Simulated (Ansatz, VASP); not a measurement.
## Two plane-wave programs on BN

```
CELL_PARAMETERS angstrom
2.50435 0.00000 0.00000
-1.25217 2.16883 0.00000
0.00000 0.00000 7.01910
ATOMIC_POSITIONS crystal
B 0.30728 0.71150 0.26797
B 0.61726 0.26459 0.72822
N 0.34406 0.67124 0.74308
N 0.73140 0.35267 0.26073
```

Change from the starting cell: all atoms moved at random (sigma 0.15 Å a component).

Alike in both runs: task single point; functional PBEsol; k mesh 12 × 12 × 4; occupations gaussian, width 0.05 eV; no spin polarisation.

|  | VASP | Ansatz |
| --- | --- | --- |
| version | VASP 6.6.1 | Ansatz 0.2.0 |
| potentials or method | VASP PAW PBE potentials, release 64 (B, N), cutoff 520 eV | scalar-relativistic, plane waves, PAW |
| valence electrons in the cell | 16 | 16 |

```tsv
	VASP	Ansatz	Ansatz less VASP
gap on the k mesh at the Fermi level (eV)	2.08	2.09	+0.013
least direct gap on the mesh (eV)	3.26	3.27	+0.007
pressure (GPa)	16.2	16.0	-0.12
traceless stress, the component that is largest in VASP (GPa)	19.22	18.97	-0.243
rms of the force components (eV/Å)	5.103	5.097	-0.0056
```

VASP's potentials were made for PBE, not for PBEsol. Atom by atom the forces differ by 0.009 eV/Å (rms over components).
